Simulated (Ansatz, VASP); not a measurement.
**Ge2Rh in VASP and in Ansatz**

```
Ge Rh
1.0
     4.52023    0.00000    0.00000
    -2.26011    3.91463    0.00000
     0.00000    0.00000    2.76905
Ge Rh
2 1
Cartesian
  0.0000 2.6098 1.3845
  2.2601 1.3049 1.3845
  0.0000 0.0000 0.0000
```

Alike in both runs: functional PBE; k mesh 12 × 12 × 16; occupations gaussian, width 0.1 eV; no spin polarisation.

Ansatz relaxed the structure, and its values are those at the end. VASP's run is a single point on that final structure, the one shown.

|  | VASP | Ansatz |
| --- | --- | --- |
| version | VASP 6.6.1 | Ansatz 0.2.0 |
| potentials or method | VASP PAW PBE potentials, release 64 (Ge_d, Rh_pv), cutoff 520 eV | scalar-relativistic, plane waves, PAW |
| valence electrons in the cell | 43 | 45 |

VASP gave:

```
gap on the k mesh at the Fermi level (eV) : none
pressure (GPa)                            : 0.1
```

Task: Which values does Ansatz return?

Result: gap on the k mesh at the Fermi level (eV): none; pressure (GPa): 0.0.

A gap of «none» marks a metal or a gap that the smearing closes. The functional is the same, so the differences come from potentials, cutoffs and numerics. VASP's potentials hold 43 valence electrons a cell and Ansatz's 45, so a difference there can come from the potentials and not from the codes.
